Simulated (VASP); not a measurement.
**Si (a cell with a defect): single point with LDA**

Si (a cell with a defect):

```
Si
1.0
     0.00000    5.40194   -5.40194
     5.40194    5.40194    0.00000
     5.40194    0.00000   -5.40194
Si
15
Direct
  0.11862 0.12713 0.12713
  0.12493 0.62493 0.12521
  0.62713 0.12713 0.12713
  0.62713 0.61862 0.12713
  0.12493 0.12521 0.62493
  0.12493 0.62493 0.62493
  0.62713 0.12713 0.61862
  0.62521 0.62493 0.62493
  0.24987 0.74987 0.25013
  0.24987 0.25013 0.25013
  0.75013 0.74987 0.25013
  0.25000 0.75000 0.75000
  0.24987 0.25013 0.74987
  0.75013 0.74987 0.74987
  0.75013 0.25013 0.74987
```

This cell differs from its parent crystal: atoms taken out, then relaxed in part.

| Quantity | Value |
| --- | --- |
| Program | VASP 6.6.1 |
| Task | single point |
| Functional | LDA |
| Potentials or basis | VASP PAW LDA potentials, release 64 (Si) |
| Cutoff | 520 eV |
| k mesh | 3 × 3 × 3 |
| Occupations | gaussian, width 0.02 eV |
| Spin | no spin polarisation |

```json
{
 "Pressure": "-2.1 GPa",
 "Largest force": "0.007 eV/Å",
 "Band gap on the k mesh": "zero (bands 30 and 31 overlap by 0.71 eV)"
}
```

Forces in eV/Å, atoms in the order of the input:
```
Si   0.000  0.000  0.000
Si  -0.002  0.002  0.002
Si   0.000  0.000  0.000
Si   0.000  0.000  0.000
Si  -0.002 -0.002 -0.002
Si   0.002  0.002 -0.002
Si   0.000  0.000  0.000
Si   0.002 -0.002  0.002
Si   0.000  0.007  0.000
Si  -0.007  0.000  0.000
Si   0.000  0.000  0.007
Si   0.000  0.000  0.000
Si   0.000  0.000 -0.007
Si   0.007  0.000  0.000
Si   0.000 -0.007  0.000
```

Levels at points of the mesh, in eV from the Fermi level:
```tsv
k point	band 28	band 29	band 30	band 31	band 32	band 33
(0.00, 0.00, 0.00)	-0.48	-0.48	0.73	0.73	0.73	0.74
```

Run time: 63 s on 1 thread of Intel(R) Xeon(R) 6975P-C (Granite Rapids) (shared host), peak memory 0.34 GiB.

Caveat: the cell differs from its parent crystal (atoms taken out, then relaxed in part).
